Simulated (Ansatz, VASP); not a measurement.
One calculation of KCl, two programs

```
K Cl
1.0
     0.00000    3.12408    3.12408
     3.12408    0.00000    3.12408
     3.12408    3.12408    0.00000
K Cl
1 1
Direct
  0.00000 0.00000 0.00000
  0.50000 0.50000 0.50000
```

Alike in both runs: task single point; functional PBE; k mesh 6 × 6 × 6; no spin polarisation.

|  | VASP | Ansatz |
| --- | --- | --- |
| version | VASP 6.6.1 | Ansatz 0.2.0 |
| potentials or method | VASP PAW PBE potentials, release 64 (K_sv, Cl) | plane waves, PAW |
| plane-wave cutoff (eV) | 520 | 420 |
| occupations | gaussian, width 0.01 eV | fixed |
| valence electrons in the cell | 16 | 16 |

```tsv
	VASP	Ansatz	Ansatz less VASP
gap on the k mesh at the Fermi level (eV)	5.26	5.26	+0.003
pressure (GPa)	1.2	1.2	-0.04
```
